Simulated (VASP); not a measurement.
Wanted: the native input for a VASP 6.6.1 run.

```
Task                   : single point
Functional             : PBEsol
Potentials or basis    : VASP PAW PBE potentials, release 64 (Pd)
Cutoff                 : 520 eV
k mesh                 : 18 × 18 × 18
Occupations            : gaussian, width 0.1 eV
Spin                   : no spin polarisation
Dipole correction      : no
Further INCAR settings : ALGO = Normal; EDIFF = 1e-07; NBANDS = 11
```

The structure of Pd lies in POSCAR:

```
Pd
1.0
    0.0000000000      1.9566721837      1.9566721837
    1.9566721837      0.0000000000      1.9566721837
    1.9566721837      1.9566721837      0.0000000000
Pd
1
Direct
    0.0000000000      0.0000000000      0.0000000000
```

This cell differs from its parent crystal: volume scaled by 1.03.

These files were run (other wordings do the same):

INCAR

```
SYSTEM = Pd
PREC     = Accurate       ! precision mode
ENCUT    = 520            ! plane-wave cutoff, eV
EDIFF    = 1E-7           ! SCF threshold, eV
ISMEAR   = 0              ! smearing method
SIGMA    = 0.1            ! smearing width, eV
LREAL    = .False.        ! projectors in reciprocal space
LASPH    = .True.         ! aspherical terms in the spheres
NELM     = 100            ! most SCF steps
ALGO     = Normal         ! electronic algorithm
ISIF     = 2              ! what is computed and relaxed
LWAVE    = .False.        ! write WAVECAR
LCHARG   = .True.         ! write CHGCAR
GGA      = PS             ! functional
LELF     = .True.         ! ELF
LVHAR    = .True.       
NBANDS   = 11             ! bands
```

KPOINTS

```
Automatic mesh
0
Gamma
  18 18 18
  0 0 0
```

Potentials or basis: VASP PAW PBE potentials, release 64 (Pd).

Command:

```bash
$ cat potpaw_PBE.64/Pd/POTCAR > POTCAR
$ mpirun -np 1 vasp_std > vasp.out
```

Results of the run:

```json
{
  "Pressure": "-5.9 GPa",
  "Band gap on the k mesh": "zero (band 5 reaches 9.64 eV, above the bottom of band 6 at 8.10 eV)"
}
```

Caveat: the PAW data sets were made with another functional, which shifts forces and pressure a little.

It took 24 s on 1 thread of Intel(R) Xeon(R) 6975P-C (Granite Rapids), with other jobs on the host, peak memory 0.16 GiB.
